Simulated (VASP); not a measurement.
Input of a VASP 6.6.1 run:

File INCAR:

```
ALGO = Normal
EDIFF = 1E-6
EDIFFG = -0.005
ENCUT = 600
GGA = PS
IBRION = 2
ISIF = 3
ISMEAR = -1
LASPH = True
LCHARG = False
LREAL = False
LWAVE = False
NELM = 100
NSW = 60
PREC = Accurate
SIGMA = 0.1
```

Contents of KPOINTS:

```
k-points
0
Gamma
  23 23 23
```

POSCAR

```
Be
1.0
   -1.2514117383      1.2514117383      1.2514117383
    1.2514117383     -1.2514117383      1.2514117383
    1.2514117383      1.2514117383     -1.2514117383
Be
1
Direct
    0.0000000000      0.0000000000      0.0000000000
```

Potentials or basis: VASP PAW PBE potentials, release 64 (Be).

Command:

```bash
$ cat potpaw_PBE.64/Be/POTCAR > POTCAR
$ mpirun -np 1 vasp_std > vasp.out
```

Q: Predict the band gap on the k mesh.

A: Zero (bands 1 and 2 overlap by 4.90 eV).

Q: What does it give for the relaxed cell?

A: a = 2.161 Å, b = 2.161 Å, c = 2.161 Å, α = 109.47°, β = 109.47°, γ = 109.47°.

Q: What does it give for the space group after relaxing (to 0.1 Å)?

A: Im-3m (No. 229).

Q: Predict the relaxed volume.

A: 7.77 Å³/atom.

Final structure:
```xyz
1
Lattice="-1.2479 1.2479 1.2479 1.2479 -1.2479 1.2479 1.2479 1.2479 -1.2479" Properties=species:S:1:pos:R:3 pbc="T T T"
Be    0.0000    0.0000    0.0000
```

Caveat: the PAW data sets were made with another functional, which shifts forces and pressure a little.
